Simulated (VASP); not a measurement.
# Ag (Fm-3m) in VASP: settings compared

Ag is run at these levels: HF, LDA; tasks: single point.

Program: VASP 6.6.1. These are calculated values, not measurements. Logs are shortened: lines on timing, memory, paths and dates and some standing lists are left out, and cuts for length are marked.

## Step 1: The cell of the first run

It takes space group Fm-3m (No. 225, cubic). Conventional cell: a = 4.030 Å, b = 4.030 Å, c = 4.030 Å, α = 90.00°, β = 90.00°, γ = 90.00°. Ag (site symmetry m-3m) has 12 Ag at 2.85 Å within 3.8 Å.

## Step 2: Single point, HF

File POSCAR:

```
Ag
1.0
    0.0000000000      2.0151418859      2.0151418859
    2.0151418859      0.0000000000      2.0151418859
    2.0151418859      2.0151418859      0.0000000000
Ag
1
Direct
    0.0000000000      0.0000000000      0.0000000000
```

File INCAR.step1:

```
  ALGO = Normal
  EDIFF = 1E-5
  ENCUT = 520
  GGA = PE
  ISIF = 2
  ISMEAR = -1
  LASPH = True
  LREAL = False
  LWAVE = True
  NBANDS = 12
  NELM = 100
  PREC = Accurate
  SIGMA = 0.05
```

File INCAR.step2:

```
  AEXX = 1.0
  AGGAC = 0.0
  ALDAC = 0.0
  ALGO = Normal
  EDIFF = 1E-7
  ENCUT = 520
  GGA = PE
  ISIF = 2
  ISMEAR = -1
  ISTART = 1
  LASPH = True
  LCHARG = True
  LELF = True
  LHFCALC = True
  LREAL = False
  LVHAR = True
  LWAVE = False
  NBANDS = 12
  NELM = 100
  PREC = Accurate
  PRECFOCK = Normal
  SIGMA = 0.05
```

File KPOINTS:

```
k-points
0
Gamma
  6 6 6
```

Potentials or basis: VASP PAW PBE potentials, release 64 (Ag).

Started as:

```
> cat potpaw_PBE.64/Ag/POTCAR > POTCAR
> cp INCAR.step1 INCAR
> mpirun -np 1 vasp_std > vasp.out
> cp INCAR.step2 INCAR
> mpirun -np 1 vasp_std > vasp.out
```

OUTCAR:

```text
AEXX = 1.0
   EDIFF = 1E-7
   ENCUT = 520
   GGA = PE
   ISIF = 2
   ISMEAR = -1
   ISTART = 1
   LASPH = True
   LHFCALC = True
   LREAL = False
   NELM = 100
   PREC = Accurate
   PRECFOCK = Normal

 ion  position               nearest neighbor table
   1  0.000  0.000  0.000-

  LATTYP: Found a face centered cubic cell.
 ALAT       =     4.0302837718

  Lattice vectors:

 A1 = (   0.0000000000,   2.0151418859,   2.0151418859)
 A2 = (   2.0151418859,   0.0000000000,   2.0151418859)
 A3 = (   2.0151418859,   2.0151418859,   0.0000000000)

Analysis of symmetry for initial positions (statically):
=====================================================================
 Subroutine PRICEL returns:
 Original cell was already a primitive cell.

 Routine SETGRP: Setting up the symmetry group for a
 face centered cubic supercell.

 Subroutine GETGRP returns: Found 48 space group operations
 (whereof 48 operations were pure point group operations)
 out of a pool of 48 trial point group operations.

The static configuration has the point symmetry O_h .

Analysis of symmetry for dynamics (positions and initial velocities):
=====================================================================
 Subroutine PRICEL returns:
 Original cell was already a primitive cell.

 Routine SETGRP: Setting up the symmetry group for a
 face centered cubic supercell.

 Subroutine GETGRP returns: Found 48 space group operations
 (whereof 48 operations were pure point group operations)
 out of a pool of 48 trial point group operations.

The dynamic configuration has the point symmetry O_h .

 Subroutine INISYM returns: Found 48 space group operations
 (whereof 48 operations are pure point group operations),
 and found     1 'primitive' translations

----------------------------------------------------------------------------------------

                                     Primitive cell

  volume of cell :      16.3662

  direct lattice vectors                    reciprocal lattice vectors
     0.000000000  2.015141886  2.015141886    -0.248121486  0.248121486  0.248121486
     2.015141886  0.000000000  2.015141886     0.248121486 -0.248121486  0.248121486
     2.015141886  2.015141886  0.000000000     0.248121486  0.248121486 -0.248121486

  length of vectors
     2.849840985  2.849840985  2.849840985     0.429759021  0.429759021  0.429759021

  position of ions in fractional coordinates (direct lattice)
     0.000000000  0.000000000  0.000000000

  ion indices of the primitive-cell ions
   primitive index   ion index
                 1           1

----------------------------------------------------------------------------------------

 KPOINTS: k-points

Automatic generation of k-mesh.
 Grid dimensions read from file:
 generate k-points for:    6    6    6

 Generating k-lattice:

  Cartesian coordinates                     Fractional coordinates (reciprocal lattice)
    -0.041353581  0.041353581  0.041353581     0.166666667  0.000000000  0.000000000
     0.041353581 -0.041353581  0.041353581     0.000000000  0.166666667  0.000000000
     0.041353581  0.041353581 -0.041353581     0.000000000  0.000000000  0.166666667

  Length of vectors
     0.071626503  0.071626503  0.071626503

  Shift w.r.t. Gamma in fractional coordinates (k-lattice)
     0.000000000  0.000000000  0.000000000

 Subroutine IBZKPT returns following result:
 ===========================================

 Found     16 irreducible k-points:

 Following reciprocal coordinates:
            Coordinates               Weight
  0.000000  0.000000  0.000000      1.000000
  0.166667  0.000000  0.000000      8.000000
  0.333333  0.000000  0.000000      8.000000
  0.500000  0.000000  0.000000      4.000000
  0.166667  0.166667  0.000000      6.000000
  0.333333  0.166667  0.000000     24.000000
[... 8 lines left out ...]
 -0.333333  0.333333  0.166667     24.000000
 -0.333333  0.500000  0.166667     12.000000
   k-points           NKPTS =     16   k-points in BZ     NKDIM =    216   number of bands    NBANDS=     12
   number of dos      NEDOS =    301   number of ions     NIONS =      1
   total plane-waves  NPLWV =  13824
   dimension x,y,z NGX =    24 NGY =   24 NGZ =   24
   dimension x,y,z NGXF=    48 NGYF=   48 NGZF=   48
   ions per type =               1
   NGX,Y,Z   is equivalent  to a cutoff of  14.00, 14.00, 14.00 a.u.
   NGXF,Y,Z  is equivalent  to a cutoff of  28.00, 28.00, 28.00 a.u.
 SYSTEM =  unknown system
   PREC   = accura    normal or accurate (medium, high low for compatibility)
   ISTART =      1    job   : 0-new  1-cont  2-samecut
   ICHARG =      0    charge: 1-file 2-atom 10-const
   ISPIN  =      1    spin polarized calculation?
   LNONCOLLINEAR =      F non collinear calculations
   LSORBIT =      F    spin-orbit coupling
   LASPH  =      T    aspherical Exc in radial PAW
   ENCUT  =  520.0 eV  38.22 Ry    6.18 a.u.   5.30  5.30  5.30*2*pi/ulx,y,z
   NELM   =    100;   NELMIN=  2; NELMDL=  0     # of ELM steps
   EDIFF  = 0.1E-06   stopping-criterion for ELM
   LREAL  =      F    real-space projection
   EDIFFG = 0.1E-05   stopping-criterion for IOM
   NSW    =      0    number of steps for IOM
   IBRION =     -1    ionic relax: 0-MD 1-quasi-New 2-CG
   NFREE  =      0    steps in history (QN), initial steepest desc. (CG)
   ISIF   =      2    stress and relaxation
   ISYM   =      3    0-nonsym 1-usesym 2-fastsym
   POTIM  = 0.5000    time-step for ionic-motion
   TEBEG  =    0.0;   TEEND  =   0.0 temperature during run
   PSTRESS=    0.0 pullay stress
   NELECT =      11.0000    total number of electrons
   NUPDOWN=      -1.0000    fix difference up-down
   EMIN   =  10.00;   EMAX   =-10.00  energy-range for DOS
   EFERMI =   0.00;   METHOD = LEGACY
   ISMEAR =    -1;   SIGMA  =   0.05  broadening in eV -4-tet -1-fermi 0-gaus
   EFERMI_NEDOS =   21; number of points for ismear=-14 and -15
   IALGO  =     38    algorithm
   IMIX   =      1    mixing-type and parameters
     AMIX     =   0.40;   BMIX     =  1.00
     AMIX_MAG =   1.60;   BMIX_MAG =  1.00
  volume/ion in A,a.u.               =      16.37       110.44
  Fermi-wavevector in a.u.,A,eV,Ry     =   1.434025  2.709915 27.979403  2.056428
  Thomas-Fermi vector in A             =   2.553479
   LORBIT       =      0    0 simple, 1 ext, 2 COOP (PROOUT), +10 PAW based schemes
   GGA     = PE    functional components
   LHFCALC =     T    Hartree Fock is set to
   PRECFOCK=normal    Normal, Fast or Accurate (Low or Medium for compatibility)
   ENCUT4O =  -1.0   cutoff for four orbital integrals eV
   NKREDX  =     1    reduce k-point grid by
   NKREDY  =     1    reduce k-point grid by
   NKREDZ  =     1    reduce k-point grid by
   AEXX    =    1.0000 exact exchange contribution
   HFSCREEN=    0.0000 screening length (either q_TF or 0.3 A-1)
   HFSCREENC=   0.0000 screening length for correlation (either q_TF or 0.3 A-1)
   ENCUTFOCK=  -1.0 apply spherical cutoff to Coloumb kernel
   IVDW    =     0    specifies the selected vdW correction
   LEPSILON=     F    determine dielectric tensor
   LRPA    =     F    only Hartree local field effects (RPA)
 non-spin polarized calculation
  energy-cutoff  :      520.00
  volume of cell :       16.37
 maximum number of plane-waves:       459
 NGX is ok and might be reduce to    24
  NGX = 16; NGY = 16; NGZ = 16

 number of electron      11.0000002 magnetization

 Free energy of the ion-electron system (eV)
  ---------------------------------------------------
  ext. energy  EPLUGINS =         0.00000000
  ---------------------------------------------------
  free energy    TOTEN  =        -2.79250716 eV

  energy without entropy =       -2.78515646  energy(sigma->0) =       -2.78883181

 E-fermi :   9.3694     XC(G=0):   0.0000

 val. band max:        9.3438428283   @ k =   0.5000   0.3333   0.1667
 cond. band min:      12.1433509752   @ k =   0.5000   0.1667   0.0000
 fundamental gap:      2.7995081469
 Fermi energy:         9.3693841113

 k-point     1 :       0.0000    0.0000    0.0000
  band No.  band energies     occupation
      1      -3.2870      2.00000
      2      -2.1537      2.00000
      3      -2.1537      2.00000
      4      -2.1537      2.00000
      5      -0.8596      2.00000
      6      -0.8596      2.00000
      7      31.8961      0.00000
      8      36.2839      0.00000
      9      36.2839      0.00000
     10      36.2839      0.00000
     11      40.8919      0.00000
     12      43.5653      0.00000

 k-point     2 :       0.1667    0.0000    0.0000
  band No.  band energies     occupation
      1      -2.7600      2.00000
      2      -1.9122      2.00000
      3      -1.9122      2.00000
      4      -1.4358      2.00000
      5      -0.8613      2.00000
      6      -0.8613      2.00000
      7      30.5388      0.00000
      8      32.9499      0.00000
      9      36.8349      0.00000
     10      36.8349      0.00000
     11      40.1737      0.00000
     12      41.9805      0.00000

 k-point     3 :       0.3333    0.0000    0.0000
  band No.  band energies     occupation
      1      -3.3974      2.00000
      2      -2.0151      2.00000
      3      -2.0151      2.00000
      4      -0.1539      2.00000
      5      -0.1539      2.00000
      6       3.3209      2.00000
      7      23.2687      0.00000
      8      31.7825      0.00000
      9      36.3081      0.00000
     10      36.3081      0.00000
     11      40.0887      0.00000
     12      40.0887      0.00000
[... 166 lines left out ...]
 k-point    15 :      -0.3333    0.3333    0.1667
  band No.  band energies     occupation
      1      -2.9146      2.00000
      2      -2.6153      2.00000
      3      -1.7790      2.00000
      4      -0.8644      2.00000
      5       0.4032      2.00000
      6      16.9235      0.00000
      7      18.8125      0.00000
      8      26.3442      0.00000
      9      26.3666      0.00000
     10      36.7902      0.00000
     11      40.3280      0.00000
     12      45.9299      0.00000

 k-point    16 :      -0.3333    0.5000    0.1667
  band No.  band energies     occupation
      1      -3.4536      2.00000
      2      -3.2361      2.00000
      3      -1.0027      2.00000
      4      -0.3880      2.00000
      5       0.7716      2.00000
      6      17.8069      0.00000
      7      22.2566      0.00000
      8      23.2010      0.00000
      9      24.0218      0.00000
     10      37.1331      0.00000
     11      39.5440      0.00000
     12      43.2566      0.00000

------------------------ aborting loop because EDIFF is reached ----------------------------------------

  FORCE on cell =-STRESS in cart. coord.  units (eV):
  Direction    XX          YY          ZZ          XY          YZ          ZX
  --------------------------------------------------------------------------------------
  -------------------------------------------------------------------------------------
  Total        2.6321191      2.6321191      2.6321191     -0.0000000      0.0000000     -0.0000000
  in kB      257.6731864    257.6731864    257.6731864     -0.0000000      0.0000000     -0.0000000
  external PRESSURE =     257.6731864 kB  Pullay stress =       0.0000000 kB

 VOLUME and BASIS-vectors are now :
 -----------------------------------------------------------------------------
  energy-cutoff  :      520.00
  volume of cell :       16.37
      direct lattice vectors                 reciprocal lattice vectors
     0.000000000  2.015141886  2.015141886    -0.248121486  0.248121486  0.248121486
     2.015141886  0.000000000  2.015141886     0.248121486 -0.248121486  0.248121486
     2.015141886  2.015141886  0.000000000     0.248121486  0.248121486 -0.248121486

 POSITION                                       TOTAL-FORCE (eV/Angst)
 -----------------------------------------------------------------------------------
      0.00000      0.00000      0.00000         0.000000      0.000000      0.000000
 -----------------------------------------------------------------------------------
    total drift:                               -0.000000     -0.000000     -0.000000

  FREE ENERGIE OF THE ION-ELECTRON SYSTEM (eV)
  ---------------------------------------------------
  free  energy   TOTEN  =        -2.7925071638 eV

  energy  without entropy=       -2.7851564596  energy(sigma->0) =       -2.78883181
```

Wall time 4.3 min (1 thread of Intel Xeon 6975P-C (Granite Rapids), shared host); peak memory 0.14 GiB.

What came out:

```
Free energy : -2.7925 eV
Pressure    : 25.8 GPa
```

Caveat: the k points lie up to 0.45 Å⁻¹ apart; the PAW data sets were made with another functional, which shifts forces and pressure a little.

## Step 3: Single point, HF

This run uses another cell than the first one, of 16.71 Å³/atom, 1.021 times its volume.

File POSCAR:

```
Ag
1.0
    0.0000000000      2.0290398554      2.0290398554
    2.0290398554      0.0000000000      2.0290398554
    2.0290398554      2.0290398554      0.0000000000
Ag
1
Direct
    0.0000000000      0.0000000000      0.0000000000
```

File INCAR.step1:

```
PREC = Accurate
ENCUT = 520
EDIFF = 1E-5
ISMEAR = -1
SIGMA = 0.05
LREAL = F
LASPH = T
NELM = 100
ALGO = Normal
ISIF = 2
LWAVE = T
LCHARG = F
GGA = PE
NBANDS = 12
```

File INCAR.step2:

```
PREC = Accurate
ENCUT = 520
EDIFF = 1E-6
ISMEAR = -1
SIGMA = 0.05
LREAL = F
LASPH = T
NELM = 100
ALGO = Normal
ISIF = 2
LWAVE = F
LCHARG = F
GGA = PE
LHFCALC = T
AEXX = 1.0
ALDAC = 0.0
AGGAC = 0.0
PRECFOCK = Normal
ISTART = 1
NBANDS = 12
```

File KPOINTS:

```
regular mesh
0
Gamma
  6 6 6
```

Potentials or basis: VASP PAW PBE potentials, release 64 (Ag).

Started as:

```
> cat potpaw_PBE.64/Ag/POTCAR > POTCAR
> cp INCAR.step1 INCAR
> mpirun -np 1 vasp_std > vasp.out
> cp INCAR.step2 INCAR
> mpirun -np 1 vasp_std > vasp.out
```

Run time: 8.1 min. Hardware: 1 thread of Intel Xeon 6975P-C (Granite Rapids), shared host; peak memory 0.15 GiB.

The run converged. Its results:

```
Free energy : -2.8442 eV
Pressure    : 22.6 GPa
```

Levels at points of the mesh, in eV from the Fermi level:
| k point | band 3 | band 4 | band 5 | band 6 | band 7 | band 8 | band 9 | band 10 |
| --- | --- | --- | --- | --- | --- | --- | --- | --- |
| (0.00, 0.00, 0.00) | -11.43 | -11.43 | -10.19 | -10.19 | 22.43 | 26.70 | 26.70 | 26.70 |
| (0.50, 0.00, 0.00) | -11.47 | -8.97 | -8.97 | -0.76 | 8.09 | 21.43 | 25.38 | 25.38 |
| (0.50, 0.50, 0.00) | -9.12 | -8.61 | -8.61 | 5.38 | 12.32 | 16.94 | 16.94 | 24.35 |

Caveat: the k points lie up to 0.45 Å⁻¹ apart; the PAW data sets were made with another functional, which shifts forces and pressure a little.

## Step 4: Single point, HF

This run uses another cell than the first one, of 17.05 Å³/atom, 1.042 times its volume.

File POSCAR:

```
Ag
1.0
    0.0000000000      2.0427500000      2.0427500000
    2.0427500000      0.0000000000      2.0427500000
    2.0427500000      2.0427500000      0.0000000000
Ag
1
Direct
    0.0000000000      0.0000000000      0.0000000000
```

File INCAR.step1:

```
SYSTEM = Ag
  ALGO = Normal
  EDIFF = 1E-5
  ENCUT = 520
  GGA = PE
  ISIF = 2
  ISMEAR = -1
  LASPH = .True.
  LCHARG = .False.
  LREAL = .False.
  LWAVE = .True.
  NBANDS = 12
  NELM = 60
  PREC = Accurate
  SIGMA = 0.05
```

File INCAR.step2:

```
SYSTEM = Ag
  AEXX = 1.0
  AGGAC = 0.0
  ALDAC = 0.0
  ALGO = Normal
  EDIFF = 1E-7
  ENCUT = 520
  GGA = PE
  ISIF = 2
  ISMEAR = -1
  ISTART = 1
  LASPH = .True.
  LCHARG = .False.
  LHFCALC = .True.
  LREAL = .False.
  LWAVE = .False.
  NBANDS = 12
  NELM = 60
  PREC = Accurate
  PRECFOCK = Normal
  SIGMA = 0.05
```

File KPOINTS:

```
k-points
0
Gamma
  6 6 6
  0 0 0
```

Started as:

```
> cat potpaw_PBE.64/Ag/POTCAR > POTCAR
> cp INCAR.step1 INCAR
> mpirun -np 1 vasp_std > vasp.out
> cp INCAR.step2 INCAR
> mpirun -np 1 vasp_std > vasp.out
```

It took 8.4 min on 1 thread of Intel Xeon 6975P-C (Granite Rapids), shared host; peak memory 0.15 GiB.

The run converged. Its results:

| Property | Result |
| --- | --- |
| Free energy | -2.8894 eV |
| Pressure | 19.6 GPa |

Levels at points of the mesh, in eV from the Fermi level:
```
           k point  band 3  band 4  band 5  band 6  band 7  band 8  band 9  band 10
(0.00, 0.00, 0.00)  -11.35  -11.35  -10.15  -10.15   22.34   26.49   26.49    26.49
(0.50, 0.00, 0.00)  -11.38   -8.97   -8.97   -0.68    7.93   21.34   25.12    25.12
(0.50, 0.50, 0.00)   -9.12   -8.62   -8.62    5.39   12.12   16.80   16.80    24.03
```

Caveat: the k points lie up to 0.44 Å⁻¹ apart; the PAW data sets were made with another functional, which shifts forces and pressure a little.

## Step 5: Single point, LDA

File INCAR:

```
  PREC = Accurate
  ENCUT = 520
  EDIFF = 1E-7
  ISMEAR = -1
  SIGMA = 0.05
  LREAL = False
  LASPH = True
  NELM = 60
  ALGO = Fast
  ISIF = 2
  LWAVE = False
  LCHARG = True
  LELF = True
  LVHAR = True
  NBANDS = 12
```

File KPOINTS:

```
Automatic mesh
0
Gamma
  11 11 11
```

File POSCAR:

```
Ag
1.0
    0.0000000000      2.0151418859      2.0151418859
    2.0151418859      0.0000000000      2.0151418859
    2.0151418859      2.0151418859      0.0000000000
Ag
1
Direct
    0.0000000000      0.0000000000      0.0000000000
```

Potentials or basis: VASP PAW LDA potentials, release 64 (Ag).

Started as:

```
> cat potpaw_LDA.64/Ag/POTCAR > POTCAR
> mpirun -np 1 vasp_std > vasp.out
```

Run time: 14 s. Hardware: 1 thread of AMD EPYC 7R43 (Zen 3), shared host; peak memory 0.1 GiB.

The run converged. Its results:

* Free energy: -3.7847 eV
* Pressure: -3.0 GPa

Levels at points of the mesh, in eV from the Fermi level:
```
           k point  band 3  band 4  band 5  band 6  band 7  band 8  band 9  band 10
(0.00, 0.00, 0.00)   -5.13   -5.13   -4.00   -4.00   15.91   19.65   19.65    19.65
```

## Step 6: Overview

```tsv
level	potentials or basis	cell	k mesh	grid for exact exchange (PRECFOCK)	gap on the mesh (eV)	pressure (GPa)
HF	VASP PAW PBE potentials, release 64 (Ag)	a = 2.850 Å, angles 60.0°, 1 atom	6 × 6 × 6	Normal	none	25.8
HF	VASP PAW PBE potentials, release 64 (Ag)	a = 2.869 Å, angles 60.0°, 1 atom	6 × 6 × 6	Normal	none	22.6
HF	VASP PAW PBE potentials, release 64 (Ag)	a = 2.889 Å, angles 60.0°, 1 atom	6 × 6 × 6	Normal	none	19.6
LDA	VASP PAW LDA potentials, release 64 (Ag)	a = 2.850 Å, angles 60.0°, 1 atom	11 × 11 × 11	-	none	-3.0
```

Alike in all rows: task single point; no spin polarisation; cutoff (eV) 520; smearing fermi-dirac 0.05 eV.

Caveats: some runs use coarse meshes; the PAW data sets were made with another functional, which shifts forces and pressure a little (some runs).

Total energies depend on the potentials used, so only differences within one code and one set of settings carry meaning.
